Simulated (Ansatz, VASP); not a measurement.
Ti in VASP and in Ansatz

The input INCAR:

```
ALGO = Fast
EDIFF = 1E-6
ENCUT = 520
GGA = PS
ISIF = 2
ISMEAR = 0
LASPH = T
LCHARG = F
LREAL = F
LWAVE = F
NBANDS = 12
NELM = 60
PREC = Accurate
SIGMA = 0.15
```

File KPOINTS:

```
k-points
0
Gamma
  26 26 26
```

Contents of POSCAR:

```
Ti
1.0
    0.0000000000      1.9772231227      2.0279211515
    1.9772231227      0.0000000000      2.0279211515
    1.9772231227      1.9772231227      0.0000000000
Ti
1
Direct
    0.0000000000      0.0000000000      0.0000000000
```

Input for Ansatz:

```yaml
crystal:
  lattice:
    - [0.0, 1.9772231227, 2.0279211515]
    - [1.9772231227, 0.0, 2.0279211515]
    - [1.9772231227, 1.9772231227, 0.0]
  atoms:
    - { symbol: Ti, position: [0.0, 0.0, 0.0] }
basis:
  ecutwfc: 420
kpoints:
  mp_grid: { grid: [26, 26, 26] }
hamiltonian:
  xc: pbesol
scf:
  occupations: { method: gaussian, width: 0.15 }
output:
  forces: true
  stress: true
  eigenvalues: true
```

Change from the starting cell: strain -0.025 along x and y, +0.000 along z, atoms carried along.

Alike in both runs: task single point; functional PBEsol; k mesh 26 × 26 × 26; occupations gaussian, width 0.15 eV; no spin polarisation.

|  | VASP | Ansatz |
| --- | --- | --- |
| version | VASP 6.6.1 | Ansatz 0.2.0 |
| potentials or method | VASP PAW PBE potentials, release 64 (Ti_sv), cutoff 520 eV | scalar-relativistic, plane waves, PAW |
| valence electrons in the cell | 12 | 12 |

VASP gave:

- gap on the k mesh at the Fermi level (eV): none
- pressure (GPa): 6.1
- traceless stress, the component that is largest in VASP (GPa): -0.59

Q: Estimate Ansatz's values.

A: gap on the k mesh at the Fermi level (eV): none; pressure (GPa): 6.4; traceless stress, the component that is largest in VASP (GPa): -0.58.

VASP's potentials were made for PBE, not for PBEsol. A gap of «none» marks a metal or a gap that the smearing closes.
